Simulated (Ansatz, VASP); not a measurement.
## RbBr: VASP beside Ansatz

```
Rb Br
1.0
     0.00000    3.42700    3.42700
     3.42700    0.00000    3.42700
     3.42700    3.42700    0.00000
Rb Br
1 1
Direct
  0.00000 0.00000 0.00000
  0.50000 0.50000 0.50000
```

Alike in both runs: task single point; functional PBE; k mesh 6 × 6 × 6; occupations gaussian, width 0.02 eV; no spin polarisation.

```csv
,VASP,Ansatz
version,VASP 6.6.1,Ansatz 0.2.0
potentials or method,"VASP PAW PBE potentials, release 64 (Rb_sv, Br), cutoff 500 eV","scalar-relativistic, plane waves, PAW"
valence electrons in the cell,16,16
```

```tsv
	VASP	Ansatz	Ansatz less VASP
gap on the k mesh at the Fermi level (eV)	4.36	4.36	+0.003
least direct gap on the mesh (eV)	4.36	4.36	+0.003
pressure (GPa)	1.0	1.0	-0.02
```

The functional is the same, so the differences come from potentials, cutoffs and numerics.
